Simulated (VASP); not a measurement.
# Cr (Fd-3m) in VASP: single point with PBEsol

Aim: the single point of Cr with PBEsol.

Everything below comes from runs of VASP 6.6.1. Logs are shortened: lines on timing, memory, paths and dates and some standing lists are left out, and cuts for length are marked.

## Step 1: The cell of the first run

The structure is cubic, space group Fd-3m (No. 227). The conventional cell has a = 5.010 Å, b = 5.010 Å, c = 5.010 Å, α = 90.00°, β = 90.00°, γ = 90.00°. Cr (site symmetry -43m) has 4 Cr at 2.17 Å within 2.9 Å.

## Step 2: Single point, PBEsol, collinear spin, ferromagnetic start

Contents of INCAR:

```
PREC = Accurate
ENCUT = 520
EDIFF = 1E-6
ISMEAR = -1
SIGMA = 0.08
LREAL = F
LASPH = T
NELM = 150
ALGO = Normal
ISIF = 2
LWAVE = F
LCHARG = F
ISPIN = 2
MAGMOM = 2 2
LORBIT = 11
LMAXMIX = 4
GGA = PS
NBANDS = 23
```

Contents of KPOINTS:

```
regular mesh
0
Gamma
  14 14 14
```

Contents of POSCAR:

```
Cr
1.0
    0.0000000000      2.5051559131      2.5051559131
    2.5051559131      0.0000000000      2.5051559131
    2.5051559131      2.5051559131      0.0000000000
Cr
2
Direct
   -0.1250000000     -0.1250000000     -0.1250000000
    0.1250000000      0.1250000000      0.1250000000
```

Potentials or basis: VASP PAW PBE potentials, release 64 (Cr_pv).

Run with:

```bash
cat potpaw_PBE.64/Cr_pv/POTCAR > POTCAR
mpirun -np 1 vasp_std > vasp.out
```

OUTCAR:

```text
PREC = Accurate
   ENCUT = 520
   EDIFF = 1E-6
   ISMEAR = -1
   LREAL = F
   LASPH = T
   NELM = 150
   ISIF = 2
   ISPIN = 2
   LORBIT = 11
   GGA = PS

 ion  position               nearest neighbor table
   1  0.875  0.875  0.875-   2 2.17   2 2.17   2 2.17   2 2.17
   2  0.125  0.125  0.125-   1 2.17   1 2.17   1 2.17   1 2.17

  LATTYP: Found a face centered cubic cell.
 ALAT       =     5.0103118262

  Lattice vectors:

 A1 = (   0.0000000000,   2.5051559131,   2.5051559131)
 A2 = (   2.5051559131,   0.0000000000,   2.5051559131)
 A3 = (   2.5051559131,   2.5051559131,   0.0000000000)

Analysis of symmetry for initial positions (statically):
=====================================================================
 Subroutine PRICEL returns:
 Original cell was already a primitive cell.

 Routine SETGRP: Setting up the symmetry group for a
 face centered cubic supercell.

 Subroutine GETGRP returns: Found 48 space group operations
 (whereof 12 operations were pure point group operations)
 out of a pool of 48 trial point group operations.

The static configuration has the point symmetry D_3d.
 The point group associated with its full space group is O_h .

Analysis of symmetry for dynamics (positions and initial velocities):
=====================================================================
 Subroutine PRICEL returns:
 Original cell was already a primitive cell.

 Routine SETGRP: Setting up the symmetry group for a
 face centered cubic supercell.

 Subroutine GETGRP returns: Found 48 space group operations
 (whereof 12 operations were pure point group operations)
 out of a pool of 48 trial point group operations.

The dynamic configuration has the point symmetry D_3d.
 The point group associated with its full space group is O_h .

Analysis of structural, dynamic, and magnetic symmetry:
=====================================================================
 Subroutine PRICEL returns:
 Original cell was already a primitive cell.

 Routine SETGRP: Setting up the symmetry group for a
 face centered cubic supercell.

 Subroutine GETGRP returns: Found 48 space group operations
 (whereof 12 operations were pure point group operations)
 out of a pool of 48 trial point group operations.

The overall configuration has the point symmetry D_3d.
 The point group associated with its full space group is O_h .

 Subroutine INISYM returns: Found 48 space group operations
 (whereof 12 operations are pure point group operations),
 and found     1 'primitive' translations

----------------------------------------------------------------------------------------

                                     Primitive cell

  volume of cell :      31.4437

  direct lattice vectors                    reciprocal lattice vectors
     0.000000000  2.505155913  2.505155913    -0.199588376  0.199588376  0.199588376
     2.505155913  0.000000000  2.505155913     0.199588376 -0.199588376  0.199588376
     2.505155913  2.505155913  0.000000000     0.199588376  0.199588376 -0.199588376

  length of vectors
     3.542825468  3.542825468  3.542825468     0.345697208  0.345697208  0.345697208

  position of ions in fractional coordinates (direct lattice)
     0.875000000  0.875000000  0.875000000
     0.125000000  0.125000000  0.125000000

  ion indices of the primitive-cell ions
   primitive index   ion index
                 1           1
                 2           2

----------------------------------------------------------------------------------------

 KPOINTS: regular mesh

Automatic generation of k-mesh.
 Grid dimensions read from file:
 generate k-points for:   14   14   14

 Generating k-lattice:

  Cartesian coordinates                     Fractional coordinates (reciprocal lattice)
    -0.014256313  0.014256313  0.014256313     0.071428571  0.000000000  0.000000000
     0.014256313 -0.014256313  0.014256313     0.000000000  0.071428571  0.000000000
     0.014256313  0.014256313 -0.014256313     0.000000000  0.000000000  0.071428571

  Length of vectors
     0.024692658  0.024692658  0.024692658

  Shift w.r.t. Gamma in fractional coordinates (k-lattice)
     0.000000000  0.000000000  0.000000000

 Subroutine IBZKPT returns following result:
 ===========================================

 Found    104 irreducible k-points:

 Following reciprocal coordinates:
            Coordinates               Weight
  0.000000  0.000000  0.000000      1.000000
  0.071429  0.000000  0.000000      8.000000
  0.142857  0.000000  0.000000      8.000000
  0.214286  0.000000  0.000000      8.000000
  0.285714  0.000000  0.000000      8.000000
  0.357143  0.000000  0.000000      8.000000
[... 16 lines left out ...]
  0.214286  0.142857  0.000000     24.000000
  0.285714  0.142857  0.000000     24.000000
 [... further k-points ...]
   k-points           NKPTS =    104   k-points in BZ     NKDIM =    104   number of bands    NBANDS=     23
   number of dos      NEDOS =    301   number of ions     NIONS =      2
   total plane-waves  NPLWV =  21952
   dimension x,y,z NGX =    28 NGY =   28 NGZ =   28
   dimension x,y,z NGXF=    56 NGYF=   56 NGZF=   56
   ions per type =               2
   NGX,Y,Z   is equivalent  to a cutoff of  13.14, 13.14, 13.14 a.u.
   NGXF,Y,Z  is equivalent  to a cutoff of  26.28, 26.28, 26.28 a.u.
 SYSTEM =  unknown system
   PREC   = accura    normal or accurate (medium, high low for compatibility)
   ISTART =      0    job   : 0-new  1-cont  2-samecut
   ICHARG =      2    charge: 1-file 2-atom 10-const
   ISPIN  =      2    spin polarized calculation?
   LNONCOLLINEAR =      F non collinear calculations
   LSORBIT =      F    spin-orbit coupling
   LASPH  =      T    aspherical Exc in radial PAW
   ENCUT  =  520.0 eV  38.22 Ry    6.18 a.u.   6.59  6.59  6.59*2*pi/ulx,y,z
   NELM   =    150;   NELMIN=  2; NELMDL= -5     # of ELM steps
   EDIFF  = 0.1E-05   stopping-criterion for ELM
   LREAL  =      F    real-space projection
   EDIFFG = 0.1E-04   stopping-criterion for IOM
   NSW    =      0    number of steps for IOM
   IBRION =     -1    ionic relax: 0-MD 1-quasi-New 2-CG
   NFREE  =      0    steps in history (QN), initial steepest desc. (CG)
   ISIF   =      2    stress and relaxation
   ISYM   =      2    0-nonsym 1-usesym 2-fastsym
   POTIM  = 0.5000    time-step for ionic-motion
   TEBEG  =    0.0;   TEEND  =   0.0 temperature during run
   PSTRESS=    0.0 pullay stress
   NELECT =      24.0000    total number of electrons
   NUPDOWN=      -1.0000    fix difference up-down
   EMIN   =  10.00;   EMAX   =-10.00  energy-range for DOS
   EFERMI =   0.00;   METHOD = LEGACY
   ISMEAR =    -1;   SIGMA  =   0.08  broadening in eV -4-tet -1-fermi 0-gaus
   EFERMI_NEDOS =   21; number of points for ismear=-14 and -15
   IALGO  =     38    algorithm
   IMIX   =      4    mixing-type and parameters
     AMIX     =   0.40;   BMIX     =  1.00
     AMIX_MAG =   1.60;   BMIX_MAG =  1.00
  volume/ion in A,a.u.               =      15.72       106.10
  Fermi-wavevector in a.u.,A,eV,Ry     =   1.496122  2.827262 30.455043  2.238383
  Thomas-Fermi vector in A             =   2.608179
   LORBIT       =     11    0 simple, 1 ext, 2 COOP (PROOUT), +10 PAW based schemes
   GGA     = PS    functional components
   LHFCALC =     F    Hartree Fock is set to
   AEXX    =    0.0000 exact exchange contribution
   IVDW    =     0    specifies the selected vdW correction
   LEPSILON=     F    determine dielectric tensor
   LRPA    =     F    only Hartree local field effects (RPA)
 spin polarized calculation
  energy-cutoff  :      520.00
  volume of cell :       31.44
 maximum number of plane-waves:       877
   NGX = 13   NGY = 13   NGZ = 13

 number of electron      24.0000011 magnetization      -0.0000816

 number of electron      24.0000011 magnetization       0.0006509

 Free energy of the ion-electron system (eV)
  ---------------------------------------------------
  ext. energy  EPLUGINS =         0.00000000
  ---------------------------------------------------
  free energy    TOTEN  =       -15.98636535 eV

  energy without entropy =      -15.90570640  energy(sigma->0) =      -15.94603587

 E-fermi :   6.6501     XC(G=0): -11.7435

 val. band max:        6.6401028422   @ k =   0.5000   0.5000   0.0000
 cond. band min:       6.6559820646   @ k =  -0.3571   0.4286   0.1429
 fundamental gap:      0.0158792224
 Fermi energy:         6.6500896954

 spin component 1

 k-point     1 :       0.0000    0.0000    0.0000
  band No.  band energies     occupation
      1     -35.9164      1.00000
      2     -35.9164      1.00000
      3     -35.9164      1.00000
      4     -34.9969      1.00000
      5     -34.9969      1.00000
      6     -34.9969      1.00000
[... 15 lines left out ...]
     22      21.0370      0.00000
     23      21.2807      0.00000
[... 575 lines left out ...]
      1     -36.0224      1.00000
      2     -36.0168      1.00000
      3     -35.8388      1.00000
      4     -35.0871      1.00000
      5     -34.8949      1.00000
      6     -34.8922      1.00000
[... 15 lines left out ...]
     22      18.1838      0.00000
     23      19.3739      0.00000

 [... further k-points ...]

 spin component 2

 k-point     1 :       0.0000    0.0000    0.0000
  band No.  band energies     occupation
      1     -35.9161      1.00000
      2     -35.9161      1.00000
      3     -35.9161      1.00000
      4     -34.9966      1.00000
      5     -34.9966      1.00000
      6     -34.9966      1.00000
[... 15 lines left out ...]
     22      21.0372      0.00000
     23      21.2808      0.00000
[... 575 lines left out ...]
      1     -36.0221      1.00000
      2     -36.0165      1.00000
      3     -35.8385      1.00000
      4     -35.0868      1.00000
      5     -34.8947      1.00000
      6     -34.8919      1.00000
[... 15 lines left out ...]
     22      18.1839      0.00000
     23      19.3741      0.00000

 [... further k-points ...]
[... 5 lines left out ...]
  --------------------------------------------------------------------------------------
  -------------------------------------------------------------------------------------
  Total        0.0718776      0.0718776      0.0718776     -0.0000000      0.0000000     -0.0000000
  in kB        3.6624328      3.6624328      3.6624328     -0.0000000      0.0000000     -0.0000000
  external PRESSURE =       3.6624328 kB  Pullay stress =       0.0000000 kB

 VOLUME and BASIS-vectors are now :
 -----------------------------------------------------------------------------
  energy-cutoff  :      520.00
  volume of cell :       31.44
      direct lattice vectors                 reciprocal lattice vectors
     0.000000000  2.505155913  2.505155913    -0.199588376  0.199588376  0.199588376
     2.505155913  0.000000000  2.505155913     0.199588376 -0.199588376  0.199588376
     2.505155913  2.505155913  0.000000000     0.199588376  0.199588376 -0.199588376

 POSITION                                       TOTAL-FORCE (eV/Angst)
 -----------------------------------------------------------------------------------
      4.38402      4.38402      4.38402         0.000000      0.000000      0.000000
      0.62629      0.62629      0.62629        -0.000000     -0.000000     -0.000000
 -----------------------------------------------------------------------------------
    total drift:                                0.000000     -0.000000     -0.000000

  FREE ENERGIE OF THE ION-ELECTRON SYSTEM (eV)
  ---------------------------------------------------
  free  energy   TOTEN  =       -15.9863653490 eV

  energy  without entropy=      -15.9057063959  energy(sigma->0) =      -15.94603587

 total charge

# of ion       s       p       d       tot
------------------------------------------
    1        0.477   6.200   4.528  11.205
    2        0.477   6.200   4.528  11.205
--------------------------------------------------
tot          0.954  12.400   9.056  22.410

 magnetization (x)

# of ion       s       p       d       tot
------------------------------------------
    1        0.000   0.000   0.000   0.000
    2        0.000   0.000   0.000   0.000
--------------------------------------------------
tot          0.000   0.000   0.000   0.000
```

Wall time 2.8 min (1 thread of Intel Xeon Platinum 8259CL at 2.50GHz (Skylake/Cascade Lake), shared host); peak memory 0.24 GiB.

What came out:

* Free energy: -15.9864 eV
* Pressure: 0.4 GPa
* Band gap on the k mesh: zero (filled and empty bands overlap)
* Net moment: 0.00 μB per cell
* Valence electrons inside the program's atomic spheres: Cr 11.21

Caveat: the starting moments collapsed, and a magnetic state may lie lower; the PAW data sets were made with another functional, which shifts forces and pressure a little.
